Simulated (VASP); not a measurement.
# Br (Cmce) in VASP: a series of runs

The runs below take Br through single point, with r2SCAN.

All numbers are computed with VASP 6.6.1; they aren't measurements. Logs are shortened: lines on timing, memory, paths and dates and some standing lists are left out, and cuts for length are marked.

### 1 The cell of the first run

Symmetry: Cmce, No. 64, orthorhombic system. Conventional cell: a = 7.614 Å, b = 4.310 Å, c = 8.859 Å, α = 90.00°, β = 90.00°, γ = 90.00°. Br (site symmetry m) has 1 Br at 2.35 Å within 3.1 Å.

### 2 Single point, r2SCAN

Contents of POSCAR:

```
Br
1.0
    3.8070450487     -2.1549113658      0.0000000000
    3.8070450487      2.1549113658      0.0000000000
    0.0000000000      0.0000000000      8.8588807988
Br
4
Direct
    0.8650314168      0.1349685832      0.1151581649
    0.1349685832      0.8650314168      0.8848418351
    0.3650314168      0.6349685832      0.3848418351
    0.6349685832      0.3650314168      0.6151581649
```

Contents of INCAR.step1:

```
PREC = Accurate
ENCUT = 520
ISMEAR = 0
SIGMA = 0.05
LREAL = F
LASPH = T
NELM = 100
NBANDS = 22
GGA = PE
ALGO = Normal
EDIFF = 1E-4
LWAVE = T
LCHARG = F
```

Contents of INCAR.step2:

```
PREC = Accurate
ENCUT = 520
EDIFF = 1E-6
ISMEAR = 0
SIGMA = 0.05
LREAL = F
LASPH = T
NELM = 100
ALGO = Normal
ISIF = 2
LWAVE = F
LCHARG = T
METAGGA = R2SCAN
LMIXTAU = T
LELF = T
LVHAR = T
NBANDS = 22
ISTART = 1
```

Contents of KPOINTS:

```
Automatic mesh
0
Gamma
  6 6 4
```

Potentials or basis: VASP PAW PBE potentials, release 64 (Br).

Run with:

```bash
> cat potpaw_PBE.64/Br/POTCAR > POTCAR
> cp INCAR.step1 INCAR
> mpirun -np 1 vasp_std > vasp.out
> cp INCAR.step2 INCAR
> mpirun -np 1 vasp_std > vasp.out
```

OUTCAR:

```text
PREC = Accurate
   ENCUT = 520
   EDIFF = 1E-6
   ISMEAR = 0
   LREAL = F
   LASPH = T
   NELM = 100
   ISIF = 2
   METAGGA = R2SCAN
   ISTART = 1

 ion  position               nearest neighbor table
   1  0.865  0.135  0.115-   2 2.35
   2  0.135  0.865  0.885-   1 2.35
   3  0.365  0.635  0.385-   4 2.35
   4  0.635  0.365  0.615-   3 2.35

  LATTYP: Found a base centered orthorhombic cell.
 ALAT       =     4.3098227316
 B/A-ratio  =     1.7666828943
 C/A-ratio  =     2.0555093215

  Lattice vectors:

 A1 = (  -3.8070450487,  -2.1549113658,   0.0000000000)
 A2 = (   3.8070450487,  -2.1549113658,   0.0000000000)
 A3 = (   0.0000000000,   0.0000000000,   8.8588807988)

Analysis of symmetry for initial positions (statically):
=====================================================================
 Subroutine PRICEL returns:
 Original cell was already a primitive cell.

 Routine SETGRP: Setting up the symmetry group for a
 base centered orthorhombic supercell.

 Subroutine GETGRP returns: Found  8 space group operations
 (whereof  4 operations were pure point group operations)
 out of a pool of  8 trial point group operations.

The static configuration has the point symmetry C_2h.
 The point group associated with its full space group is D_2h.

Analysis of symmetry for dynamics (positions and initial velocities):
=====================================================================
 Subroutine PRICEL returns:
 Original cell was already a primitive cell.

 Routine SETGRP: Setting up the symmetry group for a
 base centered orthorhombic supercell.

 Subroutine GETGRP returns: Found  8 space group operations
 (whereof  4 operations were pure point group operations)
 out of a pool of  8 trial point group operations.

The dynamic configuration has the point symmetry C_2h.
 The point group associated with its full space group is D_2h.

 Subroutine INISYM returns: Found  8 space group operations
 (whereof  4 operations are pure point group operations),
 and found     1 'primitive' translations

----------------------------------------------------------------------------------------

                                     Primitive cell

  volume of cell :     145.3538

[... 84 lines left out ...]
   ISTART =      1    job   : 0-new  1-cont  2-samecut
   ICHARG =      0    charge: 1-file 2-atom 10-const
   ISPIN  =      1    spin polarized calculation?
   LNONCOLLINEAR =      F non collinear calculations
   LSORBIT =      F    spin-orbit coupling
   LASPH  =      T    aspherical Exc in radial PAW
   ENCUT  =  520.0 eV  38.22 Ry    6.18 a.u.   8.13  8.13 16.47*2*pi/ulx,y,z
   NELM   =    100;   NELMIN=  2; NELMDL=  0     # of ELM steps
   EDIFF  = 0.1E-05   stopping-criterion for ELM
   LREAL  =      F    real-space projection
   EDIFFG = 0.1E-04   stopping-criterion for IOM
   NSW    =      0    number of steps for IOM
   IBRION =     -1    ionic relax: 0-MD 1-quasi-New 2-CG
   NFREE  =      0    steps in history (QN), initial steepest desc. (CG)
   ISIF   =      2    stress and relaxation
   ISYM   =      2    0-nonsym 1-usesym 2-fastsym
   POTIM  = 0.5000    time-step for ionic-motion
   TEBEG  =    0.0;   TEEND  =   0.0 temperature during run
   PSTRESS=    0.0 pullay stress
   NELECT =      28.0000    total number of electrons
   NUPDOWN=      -1.0000    fix difference up-down
   EMIN   =  10.00;   EMAX   =-10.00  energy-range for DOS
   EFERMI =   0.00;   METHOD = LEGACY
   ISMEAR =     0;   SIGMA  =   0.05  broadening in eV -4-tet -1-fermi 0-gaus
   EFERMI_NEDOS =   21; number of points for ismear=-14 and -15
   IALGO  =     38    algorithm
   IMIX   =      4    mixing-type and parameters
     AMIX     =   0.40;   BMIX     =  1.00
     AMIX_MAG =   1.60;   BMIX_MAG =  1.00
  volume/ion in A,a.u.               =      36.34       245.22
  Fermi-wavevector in a.u.,A,eV,Ry     =   0.945479  1.786697 12.162674  0.893931
  Thomas-Fermi vector in A             =   2.073385
   LORBIT       =      0    0 simple, 1 ext, 2 COOP (PROOUT), +10 PAW based schemes
   METAGGA = R2SCAN    functional components
   LHFCALC =     F    Hartree Fock is set to
   AEXX    =    0.0000 exact exchange contribution
   IVDW    =     0    specifies the selected vdW correction
   LEPSILON=     F    determine dielectric tensor
   LRPA    =     F    only Hartree local field effects (RPA)
 non-spin polarized calculation
 Gauss-broadening in eV      SIGMA  =   0.05
  energy-cutoff  :      520.00
  volume of cell :      145.35
 maximum number of plane-waves:      3934
 NGX is ok and might be reduce to    36
   NGX = 17   NGY = 17   NGZ = 33

 number of electron      27.9999996 magnetization

 Free energy of the ion-electron system (eV)
  ---------------------------------------------------
  ext. energy  EPLUGINS =         0.00000000
  ---------------------------------------------------
  free energy    TOTEN  =       -53.00608341 eV

  energy without entropy =      -53.00608341  energy(sigma->0) =      -53.00608341

 E-fermi :  -0.8571     XC(G=0):  -7.9291

 val. band max:       -1.1004942430   @ k =   0.0000   0.0000   0.0000
 cond. band min:       0.5805869287   @ k =   0.0000   0.0000   0.0000
 fundamental gap:      1.6810811717
 Fermi energy:        -0.8570903890

 k-point     1 :       0.0000    0.0000    0.0000
  band No.  band energies     occupation
      1     -17.4435      2.00000
      2     -16.9978      2.00000
      3     -14.9124      2.00000
      4     -14.0131      2.00000
      5      -6.2151      2.00000
      6      -4.8912      2.00000
[... 589 lines left out ...]
     21       8.6878      0.00000
     22       8.7582      0.00000

 [... further k-points ...]
[... 5 lines left out ...]
  --------------------------------------------------------------------------------------
  -------------------------------------------------------------------------------------
  Total       -0.4417521     -0.4730422     -0.4828154      0.0000000      0.0000000      0.0000000
  in kB       -4.8692601     -5.2141579     -5.3218844      0.0000000      0.0000000      0.0000000
  external PRESSURE =      -5.1351008 kB  Pullay stress =       0.0000000 kB

 VOLUME and BASIS-vectors are now :
 -----------------------------------------------------------------------------
  energy-cutoff  :      520.00
  volume of cell :      145.35
      direct lattice vectors                 reciprocal lattice vectors
     3.807045049 -2.154911366  0.000000000     0.131335457 -0.232028105  0.000000000
     3.807045049  2.154911366  0.000000000     0.131335457  0.232028105  0.000000000
     0.000000000  0.000000000  8.858880799     0.000000000  0.000000000  0.112881076

 POSITION                                       TOTAL-FORCE (eV/Angst)
 -----------------------------------------------------------------------------------
      3.80705     -1.57322      1.02017         0.000000     -0.002833     -0.003782
      3.80705      1.57322      7.83871         0.000000      0.002833      0.003782
      3.80705      0.58169      3.40927         0.000000     -0.002833      0.003782
      3.80705     -0.58169      5.44961         0.000000      0.002833     -0.003782
 -----------------------------------------------------------------------------------
    total drift:                                0.000000     -0.000000      0.000000

  FREE ENERGIE OF THE ION-ELECTRON SYSTEM (eV)
  ---------------------------------------------------
  free  energy   TOTEN  =       -53.0060834148 eV

  energy  without entropy=      -53.0060834148  energy(sigma->0) =      -53.00608341
```

OUTCAR.step1:

```text
PREC = Accurate
   ENCUT = 520
   ISMEAR = 0
   LREAL = F
[... 833 lines left out ...]
      3.80705     -1.57322      1.02017         0.000000      0.128258      0.289691
      3.80705      1.57322      7.83871         0.000000     -0.128258     -0.289691
      3.80705      0.58169      3.40927         0.000000      0.128258     -0.289691
      3.80705     -0.58169      5.44961         0.000000     -0.128258      0.289691
 -----------------------------------------------------------------------------------
    total drift:                                0.000000     -0.000000      0.000000

  FREE ENERGIE OF THE ION-ELECTRON SYSTEM (eV)
  ---------------------------------------------------
  free  energy   TOTEN  =        -6.5340906246 eV

  energy  without entropy=       -6.5340906246  energy(sigma->0) =       -6.53409062
```

It took 4 min on 1 thread of AMD EPYC 9R45 (Zen 5), shared host; peak memory 0.33 GiB.

What came out:

```
Free energy            : -53.0061 eV
Pressure               : -0.5 GPa
Largest force          : 0.005 eV/Å
Band gap on the k mesh : 1.68 eV, direct
```

Forces on the atoms (eV/Å):
```
Br   0.000 -0.003 -0.004
Br   0.000  0.003  0.004
Br   0.000 -0.003  0.004
Br   0.000  0.003 -0.004
```

Levels at points of the mesh, in eV from the valence-band top:
| k point | band 10 | band 11 | band 12 | band 13 | band 14 | band 15 | band 16 | band 17 | band 18 | band 19 |
| --- | --- | --- | --- | --- | --- | --- | --- | --- | --- | --- |
| (0.00, 0.00, 0.00) | -1.81 | -1.15 | -0.46 | -0.41 | 0.00 | 1.68 | 2.68 | 6.17 | 7.00 | 7.85 |
| (0.50, 0.00, 0.00) | -2.23 | -1.07 | -1.07 | -0.53 | -0.53 | 2.63 | 2.63 | 7.48 | 7.48 | 9.47 |
| (0.50, 0.50, 0.00) | -2.07 | -1.47 | -1.24 | -0.45 | -0.17 | 1.72 | 2.57 | 7.80 | 8.24 | 8.80 |
| (0.00, 0.00, 0.50) | -1.89 | -0.95 | -0.95 | -0.21 | -0.21 | 2.09 | 2.09 | 6.75 | 6.75 | 8.59 |
| (0.50, 0.00, 0.50) | -2.28 | -0.64 | -0.64 | -0.13 | -0.13 | 2.17 | 2.17 | 7.76 | 7.76 | 8.92 |
| (0.50, 0.50, 0.50) | -2.05 | -1.01 | -1.01 | -0.74 | -0.74 | 2.08 | 2.08 | 8.63 | 8.63 | 9.40 |

Caveat: the PAW data sets were made with another functional, which shifts forces and pressure a little. r2SCAN opens gaps a little over a GGA but as a rule still falls short of measured ones.

### 3 Single point, r2SCAN

This run uses another cell than the first one, of 36.48 Å³/atom, 1.004 times its volume.

Contents of POSCAR:

```
Br
1.0
    3.8626277144     -2.1562375207      0.0000000000
    3.8626277144      2.1562375207      0.0000000000
    0.0000000000      0.0000000000      8.7610769755
Br
4
Direct
    0.8598874655      0.1401125345      0.1150741839
    0.1401125345      0.8598874655      0.8849258161
    0.3598874655      0.6401125345      0.3849258161
    0.6401125345      0.3598874655      0.6150741839
```

Contents of INCAR.step1:

```
SYSTEM = Br
PREC = Accurate
ENCUT = 520
ISMEAR = 0
SIGMA = 0.05
LREAL = .FALSE.
LASPH = .TRUE.
NELM = 60
NBANDS = 22
GGA = PE
ALGO = Normal
EDIFF = 1E-4
LWAVE = .TRUE.
LCHARG = .FALSE.
```

Contents of INCAR.step2:

```
SYSTEM = Br
PREC = Accurate
ENCUT = 520
EDIFF = 1E-6
ISMEAR = 0
SIGMA = 0.05
LREAL = .FALSE.
LASPH = .TRUE.
NELM = 60
ALGO = Normal
ISIF = 2
LWAVE = .FALSE.
LCHARG = .FALSE.
METAGGA = R2SCAN
LMIXTAU = .TRUE.
NBANDS = 22
ISTART = 1
```

Contents of KPOINTS:

```
Automatic mesh
0
G
  6 6 4
  0 0 0
```

Potentials or basis: VASP PAW PBE potentials, release 64 (Br).

Run with:

```bash
> cat potpaw_PBE.64/Br/POTCAR > POTCAR
> cp INCAR.step1 INCAR
> mpirun -np 1 vasp_std > vasp.out
> cp INCAR.step2 INCAR
> mpirun -np 1 vasp_std > vasp.out
```

Run time: 4.5 min. Hardware: 1 thread of Intel Xeon Platinum 8559C (Emerald Rapids), shared host; peak memory 0.36 GiB.

The run converged. Its results:

* Free energy: -53.0025 eV
* Pressure: -0.4 GPa
* Largest force: 0.023 eV/Å
* Band gap on the k mesh: 1.75 eV, direct

Forces on the atoms (eV/Å):
```
Br   0.000 -0.017  0.015
Br   0.000  0.017 -0.015
Br   0.000 -0.017 -0.015
Br   0.000  0.017  0.015
```

Stress tensor (GPa, compression positive):
```
-0.54  0.00  0.00
 0.00 -0.41  0.00
 0.00  0.00 -0.31
```

Levels at points of the mesh, in eV from the valence-band top:
```
           k point  band 12  band 13  band 14  band 15  band 16  band 17
(0.00, 0.00, 0.00)    -0.50    -0.46     0.00     1.75     2.65     6.14
(0.50, 0.00, 0.00)    -1.04    -0.55    -0.55     2.66     2.66     7.48
(0.50, 0.50, 0.00)    -1.27    -0.50    -0.12     1.77     2.54     7.75
(0.00, 0.00, 0.50)    -1.02    -0.22    -0.22     2.09     2.09     6.74
(0.50, 0.00, 0.50)    -0.64    -0.09    -0.09     2.20     2.20     7.77
(0.50, 0.50, 0.50)    -1.06    -0.69    -0.69     2.07     2.07     8.67
```

Caveat: the PAW data sets were made with another functional, which shifts forces and pressure a little.
